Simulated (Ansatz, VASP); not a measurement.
## Ag in VASP and in Ansatz

```
Ag
1.0
     0.00000    2.07428    2.07428
     2.07428    0.00000    2.07428
     2.07428    2.07428    0.00000
Ag
1
Direct
  0.00000 0.00000 0.00000
```

Alike in both runs: functional PBE; k mesh 17 × 17 × 17; occupations fermi-dirac, width 0.05 eV; no spin polarisation.

Ansatz relaxed the structure, and its values are those at the end. VASP's run is a single point on that final structure, the one shown.

|  | VASP | Ansatz |
| --- | --- | --- |
| version | VASP 6.6.1 | Ansatz 0.2.0 |
| potentials or method | VASP PAW PBE potentials, release 64 (Ag) | PAW with Ansatz's default frozen-core files, scalar-relativistic |
| plane-wave cutoff (eV) | 500 | 420 |
| valence electrons in the cell | 11 | 19 |

```tsv
	VASP	Ansatz	Ansatz less VASP
pressure (GPa)	-0.1	0.0	+0.07
```

The functional is the same, so the differences come from potentials, cutoffs and numerics. VASP's potentials hold 11 valence electrons a cell and Ansatz's 19, so a difference there can come from the potentials and not from the codes.
